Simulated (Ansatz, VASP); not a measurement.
# ZnO in VASP and in Ansatz

POSCAR

```
ZnO
1.0
    3.2353408669      0.0000000000      0.0000000000
   -1.6176704335      2.8018873806      0.0000000000
    0.0000000000      0.0000000000      5.1588423132
Zn O
2 2
Direct
    0.3333333333      0.6666666667     -0.0036448895
    0.6666666667      0.3333333333      0.4963551105
    0.3333333333      0.6666666667      0.3786448895
    0.6666666667      0.3333333333      0.8786448895
```

File INCAR.step1:

```
SYSTEM = ZnO
PREC = Accurate
ENCUT = 520
ISMEAR = 0
SIGMA = 0.01
LREAL = .FALSE.
LASPH = .TRUE.
NELM = 80
NBANDS = 26
GGA = PE
ALGO = Normal
EDIFF = 1E-4
LWAVE = .TRUE.
LCHARG = .FALSE.
```

Contents of INCAR.step2:

```
SYSTEM = ZnO
PREC = Accurate
ENCUT = 520
EDIFF = 1E-7
ISMEAR = 0
SIGMA = 0.01
LREAL = .FALSE.
LASPH = .TRUE.
NELM = 80
ALGO = Normal
ISIF = 2
LWAVE = .FALSE.
LCHARG = .FALSE.
METAGGA = R2SCAN
LMIXTAU = .TRUE.
NBANDS = 26
ISTART = 1
```

Contents of KPOINTS:

```
Automatic mesh
0
G
  12 12 6
  0 0 0
```

Input for Ansatz:

```yaml
crystal:
  lattice:
    - [3.2353408669, 0.0, 0.0]
    - [-1.6176704335, 2.8018873806, 0.0]
    - [0.0, 0.0, 5.1588423132]
  atoms:
    - { symbol: Zn, position: [0.3333333333, 0.6666666667, -0.0036448895] }
    - { symbol: Zn, position: [0.6666666667, 0.3333333333, 0.4963551105] }
    - { symbol: O, position: [0.3333333333, 0.6666666667, 0.3786448895] }
    - { symbol: O, position: [0.6666666667, 0.3333333333, 0.8786448895] }
kpoints:
  mp_grid: { grid: [12, 12, 6] }
  band_path:
    path:
      - [0.0, 0.0, 0.0]
      - [0.5, 0.0, 0.0]
      - [0.3333333333, 0.3333333333, 0.0]
      - [0.0, 0.0, 0.5]
      - [0.5, 0.0, 0.5]
      - [0.3333333333, 0.3333333333, 0.5]
    npoints: 1
hamiltonian:
  xc: r2scan
scf:
  occupations: { method: fixed }
  n_extra_bands: 5
output:
  forces: true
  stress: true
  eigenvalues: true
```

Change from the starting cell: uniaxial_z strain -1.0%.

Alike in both runs: task single point; functional r2SCAN; k mesh 12 × 12 × 6; no spin polarisation.

|  | VASP | Ansatz |
| --- | --- | --- |
| version | VASP 6.6.1 | Ansatz 0.2.0 |
| potentials or method | VASP PAW PBE potentials, release 64 (Zn, O) | plane waves, PAW |
| plane-wave cutoff (eV) | 520 | 500 |
| occupations | gaussian, width 0.01 eV | fixed |
| valence electrons in the cell | 36 | 36 |

```tsv
	VASP	Ansatz	Ansatz less VASP
gap on the k mesh at the Fermi level (eV)	1.26	1.26	+0.003
pressure (GPa)	2.6	1.5	-1.10
traceless stress, the component that is largest in VASP (GPa)	0.80	0.72	-0.083
```

VASP's potentials were made for PBE, not for r2SCAN.
